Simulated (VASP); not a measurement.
Wanted: the native input for a VASP 6.6.1 run.

| Quantity | Value |
| --- | --- |
| Task | single point |
| Functional | LDA |
| Potentials or basis | VASP PAW LDA potentials, release 64 (Ga_d) |
| Cutoff | 520 eV |
| k mesh | 10 × 8 × 7 |
| Occupations | fermi-dirac, width 0.05 eV |
| Spin | no spin polarisation |
| Dipole correction | no |
| Further INCAR settings | ALGO = Fast; EDIFF = 1e-06; NBANDS = 20 |

The structure of Ga lies in POSCAR:

```
Ga
1.0
    2.8329147839      0.0000000000      0.0000000000
    0.0000000000      3.3459704005      0.0000000000
   -1.3697795742      0.0000000000      4.0685336955
Ga
2
Direct
    0.1345962700      0.7500000000      0.7701668300
    0.8654037300      0.2500000000      0.2298331700
```

These files were run (other wordings do the same):

INCAR

```
SYSTEM = Ga
ALGO = Fast
EDIFF = 1E-6
ENCUT = 520
ISIF = 2
ISMEAR = -1
LASPH = .True.
LCHARG = .False.
LREAL = .False.
LWAVE = .False.
NBANDS = 20
NELM = 60
PREC = Accurate
SIGMA = 0.05
```

KPOINTS

```
k-points
0
Gamma
  10 8 7
  0 0 0
```

Potentials or basis: VASP PAW LDA potentials, release 64 (Ga_d).

Command:

```bash
$ cat potpaw_LDA.64/Ga_d/POTCAR > POTCAR
$ mpirun -np 1 vasp_std > vasp.out
```

It gave:

The pressure is -5.4 GPa. The largest force is 0.043 eV/Å and the band gap on the k mesh is zero (bands 13 and 14 overlap by 7.85 eV).

Caveat: the cell stands under tension.

It took 92 s on 1 thread of Intel Xeon 8259CL, on a shared host, peak memory 0.22 GiB.
